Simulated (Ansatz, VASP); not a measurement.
## Ti: VASP beside Ansatz

```xyz
1
Lattice="0.0000 2.0300 2.0300 2.0300 0.0000 2.0300 2.0300 2.0300 0.0000" Properties=species:S:1:pos:R:3 pbc="T T T"
Ti    0.0000    0.0000    0.0000
```

Alike in both runs: task single point; functional PBEsol; k mesh 18 × 18 × 18; occupations gaussian, width 0.1 eV; no spin polarisation.

|  | VASP | Ansatz |
| --- | --- | --- |
| version | VASP 6.6.1 | Ansatz 0.2.0 |
| potentials or method | VASP PAW PBE potentials, release 64 (Ti_sv), cutoff 500 eV | scalar-relativistic, plane waves, PAW |
| valence electrons in the cell | 12 | 12 |

```csv
,VASP,Ansatz,Ansatz less VASP
gap on the k mesh at the Fermi level (eV),none,none,-
pressure (GPa),-0.7,-0.4,+0.32
```

VASP's potentials were made for PBE, not for PBEsol. A gap of «none» marks a metal or a gap that the smearing closes.
